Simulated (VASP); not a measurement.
# GaSb (I-4m2) in VASP: further runs

Aim: see how the results for GaSb move with the level of theory and the settings. Levels: r2SCAN, HSE06. Tasks: single point.

Everything below comes from runs of VASP 6.6.1. Logs are shortened: lines on timing, memory, paths and dates and some standing lists are left out, and cuts for length are marked.

## (1) The cell of the first run

It takes space group I-4m2 (No. 119, tetragonal). The conventional cell has a = 4.336 Å, b = 4.336 Å, c = 6.009 Å, α = 90.00°, β = 90.00°, γ = 90.00°. Ga (site symmetry -4m2) has 4 Sb at 2.64 Å within 3.5 Å. Sb (site symmetry -4m2) has 4 Ga at 2.64 Å within 3.5 Å.

## (2) Single point, r2SCAN (uniaxial z strain -2.0%)

The input, POSCAR:

```
GaSb
1.0
    0.0000000000      3.0658787979      3.0045612220
    3.0658787979      0.0000000000      3.0045612220
    3.0658787979      3.0658787979      0.0000000000
Ga Sb
1 1
Direct
    0.0000000000      0.0000000000      0.0000000000
    0.2500000000      0.2500000000      0.2500000000
```

The input, INCAR.step1:

```
  PREC = Accurate
  ENCUT = 550
  ISMEAR = -1
  SIGMA = 0.02
  LREAL = False
  LASPH = True
  NELM = 120
  NBANDS = 21
  GGA = PE
  ALGO = Normal
  EDIFF = 1E-5
  LWAVE = True
  LCHARG = False
  GGA_COMPAT = False
```

The input, INCAR.step2:

```
  PREC = Accurate
  ENCUT = 550
  EDIFF = 1E-6
  ISMEAR = -1
  SIGMA = 0.02
  LREAL = False
  LASPH = True
  NELM = 120
  ALGO = Normal
  ISIF = 2
  LWAVE = False
  LCHARG = False
  METAGGA = R2SCAN
  LMIXTAU = True
  NBANDS = 21
  ISTART = 1
  GGA_COMPAT = False
```

The input, KPOINTS:

```
Automatic mesh
0
Gamma
  8 8 8
```

Potentials or basis: VASP PAW PBE potentials, release 64 (Ga_d, Sb_d_GW).

On the command line:

```
cat potpaw_PBE.64/Ga_d/POTCAR potpaw_PBE.64/Sb_d_GW/POTCAR > POTCAR
cp INCAR.step1 INCAR
mpirun -np 1 vasp_std > vasp.out
cp INCAR.step2 INCAR
mpirun -np 1 vasp_std > vasp.out
```

OUTCAR:

```text
PREC = Accurate
   ENCUT = 550
   EDIFF = 1E-6
   ISMEAR = -1
   LREAL = False
   LASPH = True
   NELM = 120
   ISIF = 2
   METAGGA = R2SCAN
   ISTART = 1

 ion  position               nearest neighbor table
   1  0.000  0.000  0.000-   2 2.64   2 2.64   2 2.64   2 2.64
   2  0.250  0.250  0.250-   1 2.64   1 2.64   1 2.64   1 2.64

  LATTYP: Found a body centered tetragonal cell.
 ALAT       =     4.3358073766
 C/A-ratio  =     1.3859292912

  Lattice vectors:

 A1 = (   0.0000000000,  -3.0658787979,  -3.0045612220)
 A2 = (   0.0000000000,   3.0658787979,  -3.0045612220)
 A3 = (   3.0658787979,   0.0000000000,   3.0045612220)

Analysis of symmetry for initial positions (statically):
=====================================================================
 Subroutine PRICEL returns:
 Original cell was already a primitive cell.

 Routine SETGRP: Setting up the symmetry group for a
 body centered tetragonal supercell.

 Subroutine GETGRP returns: Found  8 space group operations
 (whereof  8 operations were pure point group operations)
 out of a pool of 16 trial point group operations.

The static configuration has the point symmetry D_2d.

Analysis of symmetry for dynamics (positions and initial velocities):
=====================================================================
 Subroutine PRICEL returns:
 Original cell was already a primitive cell.

 Routine SETGRP: Setting up the symmetry group for a
 body centered tetragonal supercell.

 Subroutine GETGRP returns: Found  8 space group operations
 (whereof  8 operations were pure point group operations)
 out of a pool of 16 trial point group operations.

The dynamic configuration has the point symmetry D_2d.

 Subroutine INISYM returns: Found  8 space group operations
 (whereof  8 operations are pure point group operations),
 and found     1 'primitive' translations

----------------------------------------------------------------------------------------

                                     Primitive cell

  volume of cell :      56.4834

  direct lattice vectors                    reciprocal lattice vectors
     0.000000000  3.065878798  3.004561222    -0.163085377  0.163085377  0.166413650
     3.065878798  0.000000000  3.004561222     0.163085377 -0.163085377  0.166413650
     3.065878798  3.065878798  0.000000000     0.163085377  0.163085377 -0.166413650

  length of vectors
     4.292668277  4.292668277  4.335807377     0.284406722  0.284406722  0.284406722

  position of ions in fractional coordinates (direct lattice)
     0.000000000  0.000000000  0.000000000
     0.250000000  0.250000000  0.250000000

  ion indices of the primitive-cell ions
   primitive index   ion index
                 1           1
                 2           2

----------------------------------------------------------------------------------------

 KPOINTS: Automatic mesh

Automatic generation of k-mesh.
 Grid dimensions read from file:
 generate k-points for:    8    8    8

 Generating k-lattice:

  Cartesian coordinates                     Fractional coordinates (reciprocal lattice)
    -0.020385672  0.020385672  0.020801706     0.125000000  0.000000000  0.000000000
     0.020385672 -0.020385672  0.020801706     0.000000000  0.125000000  0.000000000
     0.020385672  0.020385672 -0.020801706     0.000000000  0.000000000  0.125000000

  Length of vectors
     0.035550840  0.035550840  0.035550840

  Shift w.r.t. Gamma in fractional coordinates (k-lattice)
     0.000000000  0.000000000  0.000000000

 Subroutine IBZKPT returns following result:
 ===========================================

 Found     59 irreducible k-points:

 Following reciprocal coordinates:
            Coordinates               Weight
  0.000000  0.000000  0.000000      1.000000
  0.125000  0.000000  0.000000      8.000000
  0.250000  0.000000  0.000000      8.000000
  0.375000  0.000000  0.000000      8.000000
  0.500000  0.000000  0.000000      4.000000
  0.125000  0.125000  0.000000      2.000000
[... 16 lines left out ...]
  0.250000  0.000000  0.125000     16.000000
  0.375000  0.000000  0.125000     16.000000
 [... further k-points ...]
   k-points           NKPTS =     59   k-points in BZ     NKDIM =     59   number of bands    NBANDS=     21
   number of dos      NEDOS =    301   number of ions     NIONS =      2
   total plane-waves  NPLWV =  46656
   dimension x,y,z NGX =    36 NGY =   36 NGZ =   36
   dimension x,y,z NGXF=    72 NGYF=   72 NGZF=   72
   ions per type =               1   1
   NGX,Y,Z   is equivalent  to a cutoff of  13.94, 13.94, 13.80 a.u.
   NGXF,Y,Z  is equivalent  to a cutoff of  27.88, 27.88, 27.61 a.u.
 SYSTEM =  unknown system
   PREC   = accura    normal or accurate (medium, high low for compatibility)
   ISTART =      1    job   : 0-new  1-cont  2-samecut
   ICHARG =      0    charge: 1-file 2-atom 10-const
   ISPIN  =      1    spin polarized calculation?
   LNONCOLLINEAR =      F non collinear calculations
   LSORBIT =      F    spin-orbit coupling
   LASPH  =      T    aspherical Exc in radial PAW
   ENCUT  =  550.0 eV  40.42 Ry    6.36 a.u.   8.21  8.21  8.29*2*pi/ulx,y,z
   NELM   =    120;   NELMIN=  2; NELMDL=  0     # of ELM steps
   EDIFF  = 0.1E-05   stopping-criterion for ELM
   LREAL  =      F    real-space projection
   EDIFFG = 0.1E-04   stopping-criterion for IOM
   NSW    =      0    number of steps for IOM
   IBRION =     -1    ionic relax: 0-MD 1-quasi-New 2-CG
   NFREE  =      0    steps in history (QN), initial steepest desc. (CG)
   ISIF   =      2    stress and relaxation
   ISYM   =      2    0-nonsym 1-usesym 2-fastsym
   POTIM  = 0.5000    time-step for ionic-motion
   TEBEG  =    0.0;   TEEND  =   0.0 temperature during run
   PSTRESS=    0.0 pullay stress
   NELECT =      28.0000    total number of electrons
   NUPDOWN=      -1.0000    fix difference up-down
   EMIN   =  10.00;   EMAX   =-10.00  energy-range for DOS
   EFERMI =   0.00;   METHOD = LEGACY
   ISMEAR =    -1;   SIGMA  =   0.02  broadening in eV -4-tet -1-fermi 0-gaus
   EFERMI_NEDOS =   21; number of points for ismear=-14 and -15
   IALGO  =     38    algorithm
   IMIX   =      4    mixing-type and parameters
     AMIX     =   0.40;   BMIX     =  1.00
     AMIX_MAG =   1.60;   BMIX_MAG =  1.00
  volume/ion in A,a.u.               =      28.24       190.58
  Fermi-wavevector in a.u.,A,eV,Ry     =   1.295648  2.448420 22.840166  1.678705
  Thomas-Fermi vector in A             =   2.427155
   LORBIT       =      0    0 simple, 1 ext, 2 COOP (PROOUT), +10 PAW based schemes
   METAGGA = R2SCAN    functional components
   LHFCALC =     F    Hartree Fock is set to
   AEXX    =    0.0000 exact exchange contribution
   IVDW    =     0    specifies the selected vdW correction
   LEPSILON=     F    determine dielectric tensor
   LRPA    =     F    only Hartree local field effects (RPA)
 non-spin polarized calculation
  energy-cutoff  :      550.00
  volume of cell :       56.48
 maximum number of plane-waves:      1668
 NGX is ok and might be reduce to    36
   NGX = 17   NGY = 17   NGZ = 17

 number of electron      28.0000012 magnetization

 Free energy of the ion-electron system (eV)
  ---------------------------------------------------
  ext. energy  EPLUGINS =         0.00000000
  ---------------------------------------------------
  free energy    TOTEN  =       -37.62627076 eV

  energy without entropy =      -37.62627074  energy(sigma->0) =      -37.62627075

 E-fermi :   4.1072     XC(G=0): -10.1394

 val. band max:        3.8741357446   @ k =   0.0000   0.0000   0.0000
 cond. band min:       4.3401660943   @ k =   0.0000   0.0000   0.0000
 fundamental gap:      0.4660303497
 Fermi energy:         4.1072037459

 k-point     1 :       0.0000    0.0000    0.0000
  band No.  band energies     occupation
      1     -25.7147      2.00000
      2     -25.7137      2.00000
      3     -25.7137      2.00000
      4     -25.6874      2.00000
      5     -25.6861      2.00000
      6     -11.7242      2.00000
[... 13 lines left out ...]
     20      12.8476      0.00000
     21      13.1945      0.00000

 k-point     2 :       0.1250    0.0000    0.0000
  band No.  band energies     occupation
      1     -25.7144      2.00000
      2     -25.7133      2.00000
      3     -25.7131      2.00000
      4     -25.6873      2.00000
      5     -25.6860      2.00000
      6     -11.7284      2.00000
[... 13 lines left out ...]
     20      12.0386      0.00000
     21      12.2620      0.00000

 k-point     3 :       0.2500    0.0000    0.0000
  band No.  band energies     occupation
      1     -25.7140      2.00000
      2     -25.7123      2.00000
      3     -25.7118      2.00000
      4     -25.6868      2.00000
      5     -25.6858      2.00000
      6     -11.7398      2.00000
[... 13 lines left out ...]
     20      11.8926      0.00000
     21      11.9988      0.00000

 k-point     4 :       0.3750    0.0000    0.0000
  band No.  band energies     occupation
      1     -25.7136      2.00000
      2     -25.7113      2.00000
      3     -25.7107      2.00000
      4     -25.6863      2.00000
      5     -25.6855      2.00000
      6     -11.7509      2.00000
[... 13 lines left out ...]
     20      12.9509      0.00000
     21      13.0172      0.00000

 k-point     5 :       0.5000    0.0000    0.0000
  band No.  band energies     occupation
      1     -25.7135      2.00000
      2     -25.7108      2.00000
      3     -25.7102      2.00000
      4     -25.6860      2.00000
      5     -25.6853      2.00000
      6     -11.7555      2.00000
[... 13 lines left out ...]
     20      14.3758      0.00000
     21      14.5183      0.00000

 k-point     6 :       0.1250    0.1250    0.0000
  band No.  band energies     occupation
      1     -25.7153      2.00000
      2     -25.7125      2.00000
      3     -25.7125      2.00000
      4     -25.6868      2.00000
      5     -25.6864      2.00000
      6     -11.7306      2.00000
[... 13 lines left out ...]
     20      11.3577      0.00000
     21      13.0747      0.00000

 k-point     7 :       0.2500    0.1250    0.0000
  band No.  band energies     occupation
      1     -25.7154      2.00000
      2     -25.7114      2.00000
      3     -25.7112      2.00000
      4     -25.6866      2.00000
      5     -25.6862      2.00000
      6     -11.7409      2.00000
[... 13 lines left out ...]
     20      12.4672      0.00000
     21      12.9282      0.00000
[... 291 lines left out ...]
      1     -25.7160      2.00000
      2     -25.7079      2.00000
      3     -25.7071      2.00000
      4     -25.6873      2.00000
      5     -25.6844      2.00000
      6     -11.7692      2.00000
[... 13 lines left out ...]
     20      13.2374      0.00000
     21      16.9902      0.00000

 k-point    21 :       0.5000    0.5000    0.0000
  band No.  band energies     occupation
      1     -25.7186      2.00000
      2     -25.7060      2.00000
      3     -25.7060      2.00000
      4     -25.6885      2.00000
      5     -25.6833      2.00000
      6     -11.7754      2.00000
[... 13 lines left out ...]
     20      15.4495      0.00000
     21      16.0221      0.00000

 k-point    22 :       0.1250    0.0000    0.1250
  band No.  band energies     occupation
      1     -25.7142      2.00000
      2     -25.7138      2.00000
      3     -25.7125      2.00000
      4     -25.6875      2.00000
      5     -25.6857      2.00000
      6     -11.7328      2.00000
[... 13 lines left out ...]
     20      11.2622      0.00000
     21      13.3084      0.00000

 k-point    23 :       0.2500    0.0000    0.1250
  band No.  band energies     occupation
      1     -25.7143      2.00000
      2     -25.7127      2.00000
      3     -25.7113      2.00000
      4     -25.6875      2.00000
      5     -25.6853      2.00000
      6     -11.7421      2.00000
[... 13 lines left out ...]
     20      12.4330      0.00000
     21      13.0388      0.00000

 k-point    24 :       0.3750    0.0000    0.1250
  band No.  band energies     occupation
      1     -25.7137      2.00000
      2     -25.7116      2.00000
      3     -25.7102      2.00000
      4     -25.6871      2.00000
      5     -25.6850      2.00000
      6     -11.7519      2.00000
[... 13 lines left out ...]
     20      12.9073      0.00000
     21      13.7086      0.00000

 [... further k-points ...]

------------------------ aborting loop because EDIFF is reached ----------------------------------------

  FORCE on cell =-STRESS in cart. coord.  units (eV):
  Direction    XX          YY          ZZ          XY          YZ          ZX
  --------------------------------------------------------------------------------------
  -------------------------------------------------------------------------------------
  Total        0.2868134      0.2868134      0.6349439      0.0000000     -0.0000000     -0.0000000
  in kB        8.1355901      8.1355901     18.0104634      0.0000000     -0.0000000     -0.0000000
  external PRESSURE =      11.4272145 kB  Pullay stress =       0.0000000 kB

 VOLUME and BASIS-vectors are now :
 -----------------------------------------------------------------------------
  energy-cutoff  :      550.00
  volume of cell :       56.48
      direct lattice vectors                 reciprocal lattice vectors
     0.000000000  3.065878798  3.004561222    -0.163085377  0.163085377  0.166413650
     3.065878798  0.000000000  3.004561222     0.163085377 -0.163085377  0.166413650
     3.065878798  3.065878798  0.000000000     0.163085377  0.163085377 -0.166413650

 POSITION                                       TOTAL-FORCE (eV/Angst)
 -----------------------------------------------------------------------------------
      0.00000      0.00000      0.00000         0.000000      0.000000      0.000000
      1.53294      1.53294      1.50228        -0.000000     -0.000000     -0.000000
 -----------------------------------------------------------------------------------
    total drift:                               -0.000001     -0.000001      0.000001

  FREE ENERGIE OF THE ION-ELECTRON SYSTEM (eV)
  ---------------------------------------------------
  free  energy   TOTEN  =       -37.6262707615 eV

  energy  without entropy=      -37.6262707442  energy(sigma->0) =      -37.62627075
```

Run time: 5.4 min. Hardware: 1 thread of Intel Xeon Platinum 8259CL at 2.50GHz (Skylake/Cascade Lake), shared host; peak memory 0.29 GiB.

Results:

```
Free energy            : -37.6263 eV
Pressure               : 1.1 GPa
Band gap on the k mesh : 0.47 eV
```

Levels at points of the mesh, in eV from the valence-band top:
| k point | band 10 | band 11 | band 12 | band 13 | band 14 | band 15 | band 16 | band 17 | band 18 | band 19 |
| --- | --- | --- | --- | --- | --- | --- | --- | --- | --- | --- |
| (0.00, 0.00, 0.00) | -15.54 | -12.11 | -0.12 | -0.12 | 0.00 | 0.47 | 2.86 | 2.93 | 2.93 | 6.30 |
| (0.50, 0.00, 0.00) | -15.54 | -10.35 | -6.72 | -1.39 | -1.23 | 0.63 | 3.89 | 4.01 | 6.86 | 9.96 |
| (0.50, 0.50, 0.00) | -15.53 | -9.40 | -7.11 | -2.90 | -2.90 | 0.92 | 1.29 | 9.33 | 9.33 | 10.88 |
| (0.50, 0.00, 0.50) | -15.54 | -9.48 | -7.21 | -2.79 | -2.77 | 1.09 | 1.43 | 9.27 | 9.30 | 10.80 |

Caveat: the cell differs from its parent crystal (uniaxial z strain -2.0%); semilocal functionals underestimate gaps, and a narrow one can read as zero; the PAW data sets were made with another functional, which shifts forces and pressure a little; spin-orbit coupling is left out, which moves the levels of the heavy elements. A k mesh can miss the band edges.

## (3) Single point, HSE06 (uniaxial z strain +4.0%)

The input, POSCAR:

```
GaSb
1.0
    0.0000000000      3.0658787979      3.1885139498
    3.0658787979      0.0000000000      3.1885139498
    3.0658787979      3.0658787979      0.0000000000
Ga Sb
1 1
Direct
    0.0000000000      0.0000000000      0.0000000000
    0.2500000000      0.2500000000      0.2500000000
```

The input, INCAR.step1:

```
ALGO = Normal
EDIFF = 1E-5
ENCUT = 520
GGA = PE
ISIF = 2
ISMEAR = -1
KPAR = 2
LASPH = T
LCHARG = F
LREAL = F
LWAVE = T
NBANDS = 16
NELM = 60
PREC = Accurate
SIGMA = 0.02
```

The input, INCAR.step2:

```
ALGO = Normal
EDIFF = 1E-6
ENCUT = 520
GGA = PE
HFSCREEN = 0.2079
ISIF = 2
ISMEAR = -1
ISTART = 1
KPAR = 2
LASPH = T
LCHARG = F
LHFCALC = T
LREAL = F
LWAVE = F
NBANDS = 16
NELM = 60
PREC = Accurate
PRECFOCK = Normal
SIGMA = 0.02
```

The input, KPOINTS:

```
k-points
0
Gamma
  6 6 6
```

Potentials or basis: VASP PAW PBE potentials, release 64 (Ga_d, Sb).

On the command line:

```
cat potpaw_PBE.64/Ga_d/POTCAR potpaw_PBE.64/Sb/POTCAR > POTCAR
cp INCAR.step1 INCAR
mpirun -np 2 vasp_std > vasp.out
cp INCAR.step2 INCAR
mpirun -np 2 vasp_std > vasp.out
```

Wall time 71 min (2 MPI ranks of Intel Xeon Platinum 8259CL at 2.50GHz (Skylake/Cascade Lake), shared host); peak memory 0.33 GiB.

It converged, with:

```
Free energy            : -8.8962 eV
Pressure               : -2.2 GPa
Band gap on the k mesh : 0.38 eV
```

Stress tensor (GPa, compression positive):
```
-1.50  0.00  0.00
 0.00 -1.50  0.00
 0.00  0.00 -3.65
```

Levels at points of the mesh, in eV from the valence-band top:
```tsv
k point	band 7	band 8	band 9	band 10	band 11	band 12
(0.00, 0.00, 0.00)	-0.25	0.00	0.00	0.38	3.37	3.37
(0.50, 0.00, 0.00)	-6.75	-1.40	-1.09	0.84	4.30	4.50
(0.50, 0.50, 0.00)	-7.36	-2.54	-2.54	1.64	1.97	9.47
(0.50, 0.00, 0.50)	-7.18	-2.80	-2.76	1.34	1.74	9.40
```

Caveat: the cell differs from its parent crystal (uniaxial z strain +4.0%); the PAW data sets were made with another functional, which shifts forces and pressure a little; spin-orbit coupling is left out, which moves the levels of the heavy elements. A k mesh can miss the band edges.
